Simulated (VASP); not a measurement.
Here is a VASP 6.6.1 calculation.

File INCAR:

```
SYSTEM = ZrB2
PREC = Accurate
ENCUT = 520
EDIFF = 1E-8
ISMEAR = 1
SIGMA = 0.2
LREAL = .False.
LASPH = .True.
NELM = 60
ALGO = Normal
ISIF = 2
LWAVE = .False.
LCHARG = .False.
GGA = PE
NBANDS = 16
IBRION = 8
NSW = 1
```

Contents of KPOINTS:

```
regular mesh
0
Gamma
  12 12 10
  0 0 0
```

The input POSCAR:

```
ZrB2
1.0
    3.1709581031      0.0000000000      0.0000000000
   -1.5854790515      2.7461302716      0.0000000000
    0.0000000000      0.0000000000      3.5427929296
Zr B
1 2
Direct
    0.0000000000      0.0000000000      0.0000000000
    0.3333333333      0.6666666667      0.5000000000
    0.6666666667      0.3333333333      0.5000000000
```

Potentials or basis: VASP PAW PBE potentials, release 64 (Zr_sv, B).

Command:

```sh
$ cat potpaw_PBE.64/Zr_sv/POTCAR potpaw_PBE.64/B/POTCAR > POTCAR
$ mpirun -np 1 vasp_std > vasp.out
```

Problem. Estimate the highest phonon frequency at Γ.

Solution. 762 cm⁻¹.

Phonon frequencies in cm⁻¹ (negative: imaginary):
```
              q point                    frequencies
(0.000, 0.000, 0.000)  0 0 0 448 448 469 545 762 762
```
